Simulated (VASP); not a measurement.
Wanted: the native input for a VASP 6.6.1 run.

```
Task                   : single point
Functional             : PBE
Potentials or basis    : VASP PAW PBE potentials, release 64 (Zn, O)
Cutoff                 : 600 eV
k mesh                 : 5 × 5 × 2
Occupations            : fermi-dirac, width 0.03 eV
Spin                   : no spin polarisation
Dipole correction      : no
Further INCAR settings : ALGO = Normal; EDIFF = 1e-06; NBANDS = 26
```

The structure of ZnO lies in POSCAR:

```
ZnO
1.0
    3.2879671587      0.0000000000      0.0000000000
   -1.6439835793      2.8474630862      0.0000000000
    0.0000000000      0.0000000000      7.1304413500
Zn O
2 2
Direct
    0.0000000000      0.0000000000      0.2500000000
    0.0000000000      0.0000000000      0.7500000000
    0.6666666667      0.3333333333      0.7500000000
    0.3333333333      0.6666666667      0.2500000000
```

One way to write it, as run:

INCAR

```
ALGO = Normal ; EDIFF = 1E-6
ENCUT = 600 ; GGA = PE
GGA_COMPAT = False ; ISIF = 2
ISMEAR = -1 ; LASPH = True
LCHARG = True ; LELF = True
LREAL = False ; LVHAR = True
LWAVE = False ; NBANDS = 26
NELM = 120 ; PREC = Accurate
SIGMA = 0.03
```

KPOINTS

```
k-points
0
Gamma
  5 5 2
```

Potentials or basis: VASP PAW PBE potentials, release 64 (Zn, O).

The run is started by

```sh
$ cat potpaw_PBE.64/Zn/POTCAR potpaw_PBE.64/O/POTCAR > POTCAR
$ mpirun -np 1 vasp_std > vasp.out
```

Results of the run:

The pressure is 0.0 GPa and the band gap on the k mesh is 0.82 eV.

Caveat: the k points lie up to 0.44 Å⁻¹ apart.

It took 49 s on 1 thread of Intel Xeon 8259CL, on a shared host, peak memory 0.2 GiB.
